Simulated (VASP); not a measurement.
# AlCo (Pm-3m) in VASP: single point with r2SCAN

Aim: the single point of AlCo with r2SCAN.

Everything below comes from runs of VASP 6.6.1. Logs are shortened: lines on timing, memory, paths and dates and some standing lists are left out, and cuts for length are marked.

**1. The cell of the first run**

It takes space group Pm-3m (No. 221, cubic). Conventional cell: a = 2.879 Å, b = 2.879 Å, c = 2.879 Å, α = 90.00°, β = 90.00°, γ = 90.00°. Within 3.3 Å of Al (site symmetry m-3m) lie 8 Co at 2.49 Å and 6 Al at 2.88 Å. Co (site symmetry m-3m) has 8 Al at 2.49 Å and 6 Co at 2.88 Å within 3.3 Å.

**2. Single point, r2SCAN, collinear spin, ferromagnetic start (volume scaled by 1.06)**

POSCAR reads:

```
AlCo
1.0
    2.8794432970      0.0000000000      0.0000000000
    0.0000000000      2.8794432970      0.0000000000
    0.0000000000      0.0000000000      2.8794432970
Al Co
1 1
Direct
    0.0000000000      0.0000000000      0.0000000000
    0.5000000000      0.5000000000      0.5000000000
```

INCAR.step1 reads:

```
SYSTEM = AlCo
PREC = Accurate
ENCUT = 520
ISMEAR = 0
SIGMA = 0.1
LREAL = .False.
LASPH = .True.
NELM = 150
ISPIN = 2
MAGMOM = 0 0.16
LMAXMIX = 4
NBANDS = 17
GGA = PE
ALGO = Normal
EDIFF = 1E-4
LWAVE = .True.
LCHARG = .False.
```

INCAR.step2 reads:

```
SYSTEM = AlCo
PREC = Accurate
ENCUT = 520
EDIFF = 1E-6
ISMEAR = 0
SIGMA = 0.1
LREAL = .False.
LASPH = .True.
NELM = 150
ALGO = Normal
ISIF = 2
LWAVE = .False.
LCHARG = .True.
ISPIN = 2
MAGMOM = 0 0.16
LORBIT = 11
LMAXMIX = 4
METAGGA = R2SCAN
LMIXTAU = .True.
LELF = .True.
LVHAR = .True.
NBANDS = 17
ISTART = 1
```

KPOINTS reads:

```
Automatic mesh
0
Gamma
  14 14 14
  0 0 0
```

Potentials or basis: VASP PAW PBE potentials, release 64 (Al, Co).

Run with:

```sh
cat potpaw_PBE.64/Al/POTCAR potpaw_PBE.64/Co/POTCAR > POTCAR
cp INCAR.step1 INCAR
mpirun -np 1 vasp_std > vasp.out
cp INCAR.step2 INCAR
mpirun -np 1 vasp_std > vasp.out
```

OUTCAR:

```text
SYSTEM = AlCo
   PREC = Accurate
   ENCUT = 520
   EDIFF = 1E-6
   ISMEAR = 0
   LREAL = .False.
   LASPH = .True.
   NELM = 150
   ISIF = 2
   ISPIN = 2
   LORBIT = 11
   METAGGA = R2SCAN
   ISTART = 1

 ion  position               nearest neighbor table
   1  0.000  0.000  0.000-   2 2.49   2 2.49   2 2.49   2 2.49   2 2.49   2 2.49   2 2.49   2 2.49

   2  0.500  0.500  0.500-   1 2.49   1 2.49   1 2.49   1 2.49   1 2.49   1 2.49   1 2.49   1 2.49

  LATTYP: Found a simple cubic cell.
 ALAT       =     2.8794432970

  Lattice vectors:

 A1 = (   2.8794432970,   0.0000000000,   0.0000000000)
 A2 = (   0.0000000000,   2.8794432970,   0.0000000000)
 A3 = (   0.0000000000,   0.0000000000,   2.8794432970)

Analysis of symmetry for initial positions (statically):
=====================================================================
 Subroutine PRICEL returns:
 Original cell was already a primitive cell.

 Routine SETGRP: Setting up the symmetry group for a
 simple cubic supercell.

 Subroutine GETGRP returns: Found 48 space group operations
 (whereof 48 operations were pure point group operations)
 out of a pool of 48 trial point group operations.

The static configuration has the point symmetry O_h .

Analysis of symmetry for dynamics (positions and initial velocities):
=====================================================================
 Subroutine PRICEL returns:
 Original cell was already a primitive cell.

 Routine SETGRP: Setting up the symmetry group for a
 simple cubic supercell.

 Subroutine GETGRP returns: Found 48 space group operations
 (whereof 48 operations were pure point group operations)
 out of a pool of 48 trial point group operations.

The dynamic configuration has the point symmetry O_h .

Analysis of structural, dynamic, and magnetic symmetry:
=====================================================================
 Subroutine PRICEL returns:
 Original cell was already a primitive cell.

 Routine SETGRP: Setting up the symmetry group for a
 simple cubic supercell.

 Subroutine GETGRP returns: Found 48 space group operations
 (whereof 48 operations were pure point group operations)
 out of a pool of 48 trial point group operations.

The overall configuration has the point symmetry O_h .

 Subroutine INISYM returns: Found 48 space group operations
 (whereof 48 operations are pure point group operations),
 and found     1 'primitive' translations

----------------------------------------------------------------------------------------

                                     Primitive cell

  volume of cell :      23.8740

  direct lattice vectors                    reciprocal lattice vectors
     2.879443297  0.000000000  0.000000000     0.347289353  0.000000000  0.000000000
     0.000000000  2.879443297  0.000000000     0.000000000  0.347289353  0.000000000
     0.000000000  0.000000000  2.879443297     0.000000000  0.000000000  0.347289353

  length of vectors
     2.879443297  2.879443297  2.879443297     0.347289353  0.347289353  0.347289353

  position of ions in fractional coordinates (direct lattice)
     0.000000000  0.000000000  0.000000000
     0.500000000  0.500000000  0.500000000

  ion indices of the primitive-cell ions
   primitive index   ion index
                 1           1
                 2           2

----------------------------------------------------------------------------------------

 KPOINTS: Automatic mesh

Automatic generation of k-mesh.
 Grid dimensions read from file:
 generate k-points for:   14   14   14

 Generating k-lattice:

  Cartesian coordinates                     Fractional coordinates (reciprocal lattice)
     0.024806382  0.000000000  0.000000000     0.071428571  0.000000000  0.000000000
     0.000000000  0.024806382  0.000000000     0.000000000  0.071428571  0.000000000
     0.000000000  0.000000000  0.024806382     0.000000000  0.000000000  0.071428571

  Length of vectors
     0.024806382  0.024806382  0.024806382

  Shift w.r.t. Gamma in fractional coordinates (k-lattice)
     0.000000000  0.000000000  0.000000000

 Subroutine IBZKPT returns following result:
 ===========================================

 Found    120 irreducible k-points:

 Following reciprocal coordinates:
            Coordinates               Weight
  0.000000  0.000000  0.000000      1.000000
  0.071429  0.000000  0.000000      6.000000
  0.142857  0.000000  0.000000      6.000000
  0.214286  0.000000  0.000000      6.000000
  0.285714  0.000000  0.000000      6.000000
  0.357143  0.000000  0.000000      6.000000
[... 16 lines left out ...]
  0.285714  0.214286  0.000000     24.000000
  0.357143  0.214286  0.000000     24.000000
 [... further k-points ...]
   k-points           NKPTS =    120   k-points in BZ     NKDIM =    120   number of bands    NBANDS=     17
   number of dos      NEDOS =    301   number of ions     NIONS =      2
   total plane-waves  NPLWV =  13824
   dimension x,y,z NGX =    24 NGY =   24 NGZ =   24
   dimension x,y,z NGXF=    48 NGYF=   48 NGZF=   48
   ions per type =               1   1
   NGX,Y,Z   is equivalent  to a cutoff of  13.86, 13.86, 13.86 a.u.
   NGXF,Y,Z  is equivalent  to a cutoff of  27.71, 27.71, 27.71 a.u.
 SYSTEM =  AlCo
   PREC   = accura    normal or accurate (medium, high low for compatibility)
   ISTART =      1    job   : 0-new  1-cont  2-samecut
   ICHARG =      0    charge: 1-file 2-atom 10-const
   ISPIN  =      2    spin polarized calculation?
   LNONCOLLINEAR =      F non collinear calculations
   LSORBIT =      F    spin-orbit coupling
   LASPH  =      T    aspherical Exc in radial PAW
   ENCUT  =  520.0 eV  38.22 Ry    6.18 a.u.   5.35  5.35  5.35*2*pi/ulx,y,z
   NELM   =    150;   NELMIN=  2; NELMDL=  0     # of ELM steps
   EDIFF  = 0.1E-05   stopping-criterion for ELM
   LREAL  =      F    real-space projection
   EDIFFG = 0.1E-04   stopping-criterion for IOM
   NSW    =      0    number of steps for IOM
   IBRION =     -1    ionic relax: 0-MD 1-quasi-New 2-CG
   NFREE  =      0    steps in history (QN), initial steepest desc. (CG)
   ISIF   =      2    stress and relaxation
   ISYM   =      2    0-nonsym 1-usesym 2-fastsym
   POTIM  = 0.5000    time-step for ionic-motion
   TEBEG  =    0.0;   TEEND  =   0.0 temperature during run
   PSTRESS=    0.0 pullay stress
   NELECT =      12.0000    total number of electrons
   NUPDOWN=      -1.0000    fix difference up-down
   EMIN   =  10.00;   EMAX   =-10.00  energy-range for DOS
   EFERMI =   0.00;   METHOD = LEGACY
   ISMEAR =     0;   SIGMA  =   0.10  broadening in eV -4-tet -1-fermi 0-gaus
   EFERMI_NEDOS =   21; number of points for ismear=-14 and -15
   IALGO  =     38    algorithm
   IMIX   =      4    mixing-type and parameters
     AMIX     =   0.40;   BMIX     =  1.00
     AMIX_MAG =   1.60;   BMIX_MAG =  1.00
  volume/ion in A,a.u.               =      11.94        80.55
  Fermi-wavevector in a.u.,A,eV,Ry     =   1.301647  2.459757 23.052163  1.694286
  Thomas-Fermi vector in A             =   2.432767
   LORBIT       =     11    0 simple, 1 ext, 2 COOP (PROOUT), +10 PAW based schemes
   METAGGA = R2SCAN    functional components
   LHFCALC =     F    Hartree Fock is set to
   AEXX    =    0.0000 exact exchange contribution
   IVDW    =     0    specifies the selected vdW correction
   LEPSILON=     F    determine dielectric tensor
   LRPA    =     F    only Hartree local field effects (RPA)
 spin polarized calculation
 Gauss-broadening in eV      SIGMA  =   0.10
  energy-cutoff  :      520.00
  volume of cell :       23.87
 maximum number of plane-waves:       660
 NGX is ok and might be reduce to    24
   NGX = 11   NGY = 11   NGZ = 11

 number of electron      12.0000001 magnetization       0.0009051

 Free energy of the ion-electron system (eV)
  ---------------------------------------------------
  ext. energy  EPLUGINS =         0.00000000
  ---------------------------------------------------
  free energy    TOTEN  =       -21.03167180 eV

  energy without entropy =      -21.02805228  energy(sigma->0) =      -21.02986204

 E-fermi :  10.1178     XC(G=0): -13.0914

 val. band max:       10.1157908778   @ k =   0.4286   0.4286   0.0714
 cond. band min:      10.1269721366   @ k =   0.5000   0.3571   0.0000
 fundamental gap:      0.0111812587
 Fermi energy:        10.1177952511

 spin component 1

 k-point     1 :       0.0000    0.0000    0.0000
  band No.  band energies     occupation
      1      -1.4082      1.00000
      2       7.1804      1.00000
      3       7.1804      1.00000
      4       9.0565      1.00000
      5       9.0565      1.00000
      6       9.0565      1.00000
[... 9 lines left out ...]
     16      34.5672      0.00000
     17      34.5672      0.00000

 k-point     2 :       0.0714    0.0000    0.0000
  band No.  band energies     occupation
      1      -1.3085      1.00000
      2       7.1655      1.00000
      3       7.2085      1.00000
      4       9.0061      1.00000
      5       9.0061      1.00000
      6       9.0617      1.00000
[... 9 lines left out ...]
     16      33.1870      0.00000
     17      35.3165      0.00000

 k-point     3 :       0.1429    0.0000    0.0000
  band No.  band energies     occupation
      1      -1.0110      1.00000
      2       7.0902      1.00000
      3       7.2885      1.00000
      4       8.8707      1.00000
      5       8.8707      1.00000
      6       9.0765      1.00000
[... 392 lines left out ...]
 k-point    23 :       0.2857    0.2143    0.0000
  band No.  band energies     occupation
      1       0.9872      1.00000
      2       6.6798      1.00000
      3       7.3532      1.00000
      4       8.2439      1.00000
      5       8.5587      1.00000
      6       8.7982      1.00000
[... 9 lines left out ...]
     16      31.1711      0.00000
     17      34.1060      0.00000

 k-point    24 :       0.3571    0.2143    0.0000
  band No.  band energies     occupation
      1       1.7942      1.00000
      2       5.8974      1.00000
      3       7.5573      1.00000
      4       8.1804      1.00000
      5       8.4141      1.00000
      6       8.8221      1.00000
[... 9 lines left out ...]
     16      32.1164      0.00000
     17      34.1952      0.00000

 [... further k-points ...]

 spin component 2

 k-point     1 :       0.0000    0.0000    0.0000
  band No.  band energies     occupation
      1      -1.4087      1.00000
      2       7.1828      1.00000
      3       7.1828      1.00000
      4       9.0572      1.00000
      5       9.0572      1.00000
      6       9.0572      1.00000
[... 9 lines left out ...]
     16      34.5670      0.00000
     17      34.5670      0.00000

 k-point     2 :       0.0714    0.0000    0.0000
  band No.  band energies     occupation
      1      -1.3090      1.00000
      2       7.1678      1.00000
      3       7.2110      1.00000
      4       9.0067      1.00000
      5       9.0067      1.00000
      6       9.0624      1.00000
[... 9 lines left out ...]
     16      33.1869      0.00000
     17      35.3171      0.00000

 k-point     3 :       0.1429    0.0000    0.0000
  band No.  band energies     occupation
      1      -1.0115      1.00000
      2       7.0923      1.00000
      3       7.2910      1.00000
      4       8.8713      1.00000
      5       8.8713      1.00000
      6       9.0771      1.00000
[... 392 lines left out ...]
 k-point    23 :       0.2857    0.2143    0.0000
  band No.  band energies     occupation
      1       0.9867      1.00000
      2       6.6807      1.00000
      3       7.3549      1.00000
      4       8.2454      1.00000
      5       8.5593      1.00000
      6       8.7988      1.00000
[... 9 lines left out ...]
     16      31.1713      0.00000
     17      34.1061      0.00000

 k-point    24 :       0.3571    0.2143    0.0000
  band No.  band energies     occupation
      1       1.7937      1.00000
      2       5.8977      1.00000
      3       7.5589      1.00000
      4       8.1820      1.00000
      5       8.4146      1.00000
      6       8.8227      1.00000
[... 9 lines left out ...]
     16      32.1164      0.00000
     17      34.1954      0.00000

 [... further k-points ...]
[... 5 lines left out ...]
  --------------------------------------------------------------------------------------
  -------------------------------------------------------------------------------------
  Total       -1.5930860     -1.5930860     -1.5930860     -0.0000000     -0.0000000      0.0000000
  in kB     -106.9114462   -106.9114462   -106.9114462     -0.0000000     -0.0000000      0.0000000
  external PRESSURE =    -106.9114462 kB  Pullay stress =       0.0000000 kB

 VOLUME and BASIS-vectors are now :
 -----------------------------------------------------------------------------
  energy-cutoff  :      520.00
  volume of cell :       23.87
      direct lattice vectors                 reciprocal lattice vectors
     2.879443297  0.000000000  0.000000000     0.347289353  0.000000000  0.000000000
     0.000000000  2.879443297  0.000000000     0.000000000  0.347289353  0.000000000
     0.000000000  0.000000000  2.879443297     0.000000000  0.000000000  0.347289353

 POSITION                                       TOTAL-FORCE (eV/Angst)
 -----------------------------------------------------------------------------------
      0.00000      0.00000      0.00000         0.000000      0.000000      0.000000
      1.43972      1.43972      1.43972         0.000000      0.000000      0.000000
 -----------------------------------------------------------------------------------
    total drift:                                0.000000      0.000000     -0.000000

  FREE ENERGIE OF THE ION-ELECTRON SYSTEM (eV)
  ---------------------------------------------------
  free  energy   TOTEN  =       -21.0316717961 eV

  energy  without entropy=      -21.0280522813  energy(sigma->0) =      -21.02986204

 total charge

# of ion       s       p       d       tot
------------------------------------------
    1        0.386   0.425   0.000   0.811
    2        0.442   0.522   7.469   8.433
--------------------------------------------------
tot          0.828   0.947   7.469   9.244

 magnetization (x)

# of ion       s       p       d       tot
------------------------------------------
    1       -0.000  -0.000   0.000  -0.000
    2       -0.000  -0.000   0.001   0.001
--------------------------------------------------
tot         -0.000  -0.000   0.001   0.001
```

Run time: 4.6 min. Hardware: 1 thread of AMD EPYC 7R13 (Zen 3), shared host; peak memory 0.17 GiB.

Results:

- Free energy: -21.0317 eV
- Pressure: -10.7 GPa
- Band gap on the k mesh: zero (filled and empty bands overlap)
- Net moment: 0.00 μB per cell
- Valence electrons inside the program's atomic spheres: Al 0.81; Co 8.43

Levels at points of the mesh, in eV from the Fermi level:
Spin up:
```tsv
k point	band 4	band 5	band 6	band 7	band 8	band 9
(0.00, 0.00, 0.00)	-1.06	-1.06	-1.06	6.13	6.13	6.13
(0.50, 0.00, 0.00)	-1.91	-1.91	-0.95	0.20	8.65	10.90
(0.50, 0.50, 0.00)	-2.91	-1.71	-1.71	-0.19	2.42	3.36
(0.50, 0.50, 0.50)	-0.16	-0.16	2.33	2.33	2.33	4.53
```
Spin down:
| k point | band 3 | band 4 | band 5 | band 6 | band 7 | band 8 | band 9 | band 10 |
| --- | --- | --- | --- | --- | --- | --- | --- | --- |
| (0.00, 0.00, 0.00) | -2.93 | -1.06 | -1.06 | -1.06 | 6.13 | 6.13 | 6.13 | 8.84 |
| (0.50, 0.00, 0.00) | -2.32 | -1.91 | -1.91 | -0.95 | 0.21 | 8.65 | 10.90 | 10.90 |
| (0.50, 0.50, 0.00) | -2.91 | -2.91 | -1.71 | -1.71 | -0.19 | 2.42 | 3.36 | 13.33 |
| (0.50, 0.50, 0.50) | -4.14 | -0.15 | -0.15 | 2.33 | 2.33 | 2.33 | 4.53 | 5.22 |

Caveat: the PAW data sets were made with another functional, which shifts forces and pressure a little.
